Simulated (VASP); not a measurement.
# AgCl (P2_1/m) in VASP: a series of runs, part 2 of 2

VASP 6.6.1.

**3. Single point, PBE (the part above a cut slid along it)**

The input, INCAR:

```
PREC = Accurate
ENCUT = 520
EDIFF = 1E-7
ISMEAR = 0
SIGMA = 0.05
LREAL = F
LASPH = T
NELM = 80
ALGO = Normal
ISIF = 2
LWAVE = F
LCHARG = F
GGA = PE
NBANDS = 46
```

The input, KPOINTS:

```
regular mesh
0
Gamma
  7 7 3
```

The input, POSCAR:

```
AgCl
1.0
   -3.9643020236      0.0000000000     -0.1970743489
    0.0000000000     -3.9680551249      0.0000000000
   -2.1351822259      0.0000000000     11.1313894482
Ag Cl
4 4
Direct
    0.3995750214      0.7500000000      0.8751935818
    0.5995750214      0.7500000000      0.3751935818
    0.2004249786      0.2500000000      0.1248064182
    0.0004249786      0.2500000000      0.6248064182
   -0.0998877166      0.2500000000      0.8748551066
    0.1001122834      0.2500000000      0.3748551066
    0.6998877166      0.7500000000      0.1251448934
    0.4998877166      0.7500000000      0.6251448934
```

Potentials or basis: VASP PAW PBE potentials, release 64 (Ag, Cl).

Started as:

```console
cat potpaw_PBE.64/Ag/POTCAR potpaw_PBE.64/Cl/POTCAR > POTCAR
mpirun -np 1 vasp_std > vasp.out
```

OUTCAR:

```text
PREC = Accurate
   ENCUT = 520
   EDIFF = 1E-7
   ISMEAR = 0
   LREAL = F
   LASPH = T
   NELM = 80
   ISIF = 2
   GGA = PE

 ion  position               nearest neighbor table
   1  0.400  0.750  0.875-   5 2.81   5 2.81   8 2.81   5 2.81   5 2.81   3 3.46   3 3.46
   2  0.600  0.750  0.375-   6 2.81   6 2.81   8 2.81   7 2.81   6 2.81   6 2.81
   3  0.200  0.250  0.125-   7 2.81   7 2.81   6 2.81   7 2.81   7 2.81   1 3.46   1 3.46
   4  0.000  0.250  0.625-   8 2.81   8 2.81   6 2.81   5 2.81   8 2.81   8 2.81
   5  0.900  0.250  0.875-   1 2.81   1 2.81   4 2.81   1 2.81   1 2.81
   6  0.100  0.250  0.375-   2 2.81   2 2.81   4 2.81   3 2.81   2 2.81   2 2.81
   7  0.700  0.750  0.125-   3 2.81   3 2.81   2 2.81   3 2.81   3 2.81
   8  0.500  0.750  0.625-   4 2.81   4 2.81   2 2.81   1 2.81   4 2.81   4 2.81

  LATTYP: Found a simple monoclinic cell.
 ALAT       =     3.9691975050
 B/A-ratio  =     0.9997121887
 C/A-ratio  =     2.8555699380
 COS(beta)  =    -0.1393876976

  Lattice vectors:

 A1 = (  -3.9643020236,   0.0000000000,  -0.1970743489)
 A2 = (   0.0000000000,   3.9680551249,   0.0000000000)
[... 199 lines left out ...]
  band No.  band energies     occupation
      1     -11.4961      2.00000
      2     -11.2721      2.00000
      3     -11.2331      2.00000
      4     -11.0185      2.00000
      5      -0.7721      2.00000
      6      -0.5741      2.00000
[... 1165 lines left out ...]
     45      11.8060      0.00000
     46      12.4252      0.00000

 [... further k-points ...]

------------------------ aborting loop because EDIFF is reached ----------------------------------------

  FORCE on cell =-STRESS in cart. coord.  units (eV):
  Direction    XX          YY          ZZ          XY          YZ          ZX
  --------------------------------------------------------------------------------------
  -------------------------------------------------------------------------------------
  Total       -1.5391530     -0.7959510      0.1449198      0.0000000      0.0000000      0.2877382
  in kB      -13.9500874     -7.2140888      1.3134780      0.0000000      0.0000000      2.6079105
  external PRESSURE =      -6.6168994 kB  Pullay stress =       0.0000000 kB

 VOLUME and BASIS-vectors are now :
 -----------------------------------------------------------------------------
  energy-cutoff  :      520.00
  volume of cell :      176.77
      direct lattice vectors                 reciprocal lattice vectors
    -3.964302024  0.000000000 -0.197074349    -0.249868563  0.000000000 -0.047928870
     0.000000000 -3.968055125  0.000000000     0.000000000 -0.252012628  0.000000000
    -2.135182226  0.000000000 11.131389448    -0.004423768  0.000000000  0.088987494

 POSITION                                       TOTAL-FORCE (eV/Angst)
 -----------------------------------------------------------------------------------
     -3.45273     -2.97604      9.66337        -0.012099     -0.000000      0.095075
     -3.17800     -2.97604      4.05827        -0.000675     -0.000000     -0.031344
     -1.06103     -0.99201      1.34977         0.012099      0.000000     -0.095075
     -1.33576     -0.99201      6.95488         0.000675     -0.000000      0.031344
     -5.43629     -0.99201      9.56096        -0.102607     -0.000000     -0.254403
     -1.19726     -0.99201      4.15293         0.004130     -0.000000      0.014202
     -3.04177     -2.97604      1.25511         0.102607      0.000000      0.254403
     -3.31650     -2.97604      6.86022        -0.004130     -0.000000     -0.014202
 -----------------------------------------------------------------------------------
    total drift:                                0.000000      0.000000      0.000000

  FREE ENERGIE OF THE ION-ELECTRON SYSTEM (eV)
  ---------------------------------------------------
  free  energy   TOTEN  =       -21.4050925383 eV

  energy  without entropy=      -21.4050925383  energy(sigma->0) =      -21.40509254
```

OSZICAR:

```text
N       E                     dE             d eps       ncg     rms          rms(c)
DAV:   1     0.502214910877E+03    0.50221E+03   -0.34951E+04  4048   0.145E+03
DAV:   2     0.122482963903E+02   -0.48997E+03   -0.46993E+03  4566   0.313E+02
DAV:   3    -0.217564776401E+02   -0.34005E+02   -0.33713E+02  4808   0.806E+01
DAV:   4    -0.222680777605E+02   -0.51160E+00   -0.51082E+00  4578   0.114E+01
DAV:   5    -0.222767475786E+02   -0.86698E-02   -0.86688E-02  4688   0.150E+00    0.108E+01
DAV:   6    -0.214219881671E+02    0.85476E+00   -0.18440E+00  4764   0.992E+00    0.729E+00
DAV:   7    -0.214162492239E+02    0.57389E-02   -0.79030E-01  4506   0.393E+00    0.292E+00
DAV:   8    -0.214043996507E+02    0.11850E-01   -0.51713E-02  4696   0.153E+00    0.538E-01
DAV:   9    -0.214048181440E+02   -0.41849E-03   -0.11001E-02  4522   0.699E-01    0.118E-01
DAV:  10    -0.214049549992E+02   -0.13686E-03   -0.42488E-04  4652   0.109E-01    0.772E-02
DAV:  11    -0.214050891177E+02   -0.13412E-03   -0.15827E-04  4498   0.903E-02    0.198E-02
DAV:  12    -0.214050900180E+02   -0.90030E-06   -0.23464E-05  4740   0.429E-02    0.861E-03
DAV:  13    -0.214050923060E+02   -0.22880E-05   -0.56971E-06  4504   0.146E-02    0.305E-03
DAV:  14    -0.214050924903E+02   -0.18434E-06   -0.97211E-07  4492   0.688E-03    0.126E-03
DAV:  15    -0.214050925383E+02   -0.47980E-07   -0.17557E-07  2990   0.271E-03
   1 F= -.21405093E+02 E0= -.21405093E+02  d E =-.110857E-13
```

Run time: 4 min. Hardware: 1 thread of Intel Xeon Platinum 8488C (Sapphire Rapids), shared host; peak memory 0.42 GiB.

Results:

```yaml
Free_energy: -21.4051 eV
Pressure: -0.7 GPa
Largest_force: 0.274 eV/Å
Band_gap_on_the_k_mesh: 0.65 eV (least direct gap 1.95 eV)
```

Forces in eV/Å, atoms in the order of the input:
```
Ag  -0.012  0.000  0.095
Ag  -0.001  0.000 -0.031
Ag   0.012  0.000 -0.095
Ag   0.001  0.000  0.031
Cl  -0.103  0.000 -0.254
Cl   0.004  0.000  0.014
Cl   0.103  0.000  0.254
Cl  -0.004  0.000 -0.014
```

Levels at points of the mesh, in eV from the valence-band top:
| k point | band 34 | band 35 | band 36 | band 37 | band 38 | band 39 |
| --- | --- | --- | --- | --- | --- | --- |
| (0.00, 0.00, 0.00) | -1.63 | -1.32 | -1.29 | 0.65 | 2.69 | 2.74 |

Caveat: the cell differs from its parent crystal (the part above a cut slid along it); semilocal functionals underestimate gaps, and a narrow one can read as zero. A k mesh can miss the band edges.
